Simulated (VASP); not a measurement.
Write the native input for VASP 6.6.1 that does the following.

```yaml
Task: single point
Functional: PBE
Potentials_or_basis: VASP PAW PBE potentials, release 64 (Te, As)
Cutoff: 500 eV
k_mesh: 6 × 6 × 3
Occupations: gaussian, width 0.2 eV
Spin: no spin polarisation
Dipole_correction: no
Further_INCAR_settings: ALGO = Normal; EDIFF = 1e-06; NBANDS = 16
```

The structure of Te2As lies in POSCAR:

```
Te2As
1.0
    3.8002723232      0.0000000000      0.0000000000
    0.0000000000      3.8002723232      0.0000000000
    0.0000000000      0.0000000000      6.7760926589
Te As
2 1
Direct
    0.5000000000      0.5000000000      0.6105938958
    0.0000000000      0.0000000000      0.1377345702
    0.0000000000      0.0000000000      0.7568071640
```

The cell was generated, and may not be a known phase.

One way to write it, as run:

INCAR

```
PREC = Accurate ; ENCUT = 500
EDIFF = 1E-6 ; ISMEAR = 0
SIGMA = 0.2 ; LREAL = False
LASPH = True ; NELM = 120
ALGO = Normal ; ISIF = 2
LWAVE = False ; LCHARG = False
GGA = PE ; NBANDS = 16
GGA_COMPAT = False
```

KPOINTS

```
regular mesh
0
Gamma
  6 6 3
```

Potentials or basis: VASP PAW PBE potentials, release 64 (Te, As).

The run is started by

```console
$ cat potpaw_PBE.64/Te/POTCAR potpaw_PBE.64/As/POTCAR > POTCAR
$ mpirun -np 1 vasp_std > vasp.out
```

It gave:

| Property | Result |
| --- | --- |
| Pressure | 0.1 GPa |
| Largest force | 0.033 eV/Å |
| Band gap on the k mesh | zero (an odd number of electrons rules out a gap without spin polarisation) |

Caveat: spin-orbit coupling is left out, which moves the levels of the heavy elements; this functional lacks dispersion, which binds layers or chains, so the pressure and a relaxed spacing across them are unreliable; an odd number of electrons without spin polarisation forces a metal; a magnetic or distorted state may lie lower.

It took 28 s on 1 thread of Intel Xeon 8259CL, with other jobs on the host, peak memory 0.2 GiB.
